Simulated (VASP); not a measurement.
Crystal: Ta.

```
Ta
1.0
    -1.66222    1.66222    1.66222
     1.66222   -1.66222    1.66222
     1.66222    1.66222   -1.66222
Ta
1
Direct
  0.00000 0.00000 0.00000
```

Base run:

* Program: VASP 6.6.1
* Functional: PBE
* Potentials or basis: VASP PAW PBE potentials, release 64 (Ta_pv)
* Cutoff: 520 eV
* k mesh: 11 × 11 × 11
* Occupations: fermi-dirac, width 0.05 eV
* Spin: no spin polarisation

Its results: pressure -1.2 GPa.

Task: The run is repeated on the same cell with these changes: functional from PBE to LDA; potentials or basis from VASP PAW PBE potentials, release 64 (Ta_pv) to VASP PAW LDA potentials, release 64 (Ta_sv_GW); cutoff from 520 eV to 500 eV; valence electrons from 11 to 13. What comes out?

Result: Pressure -13.4 GPa.
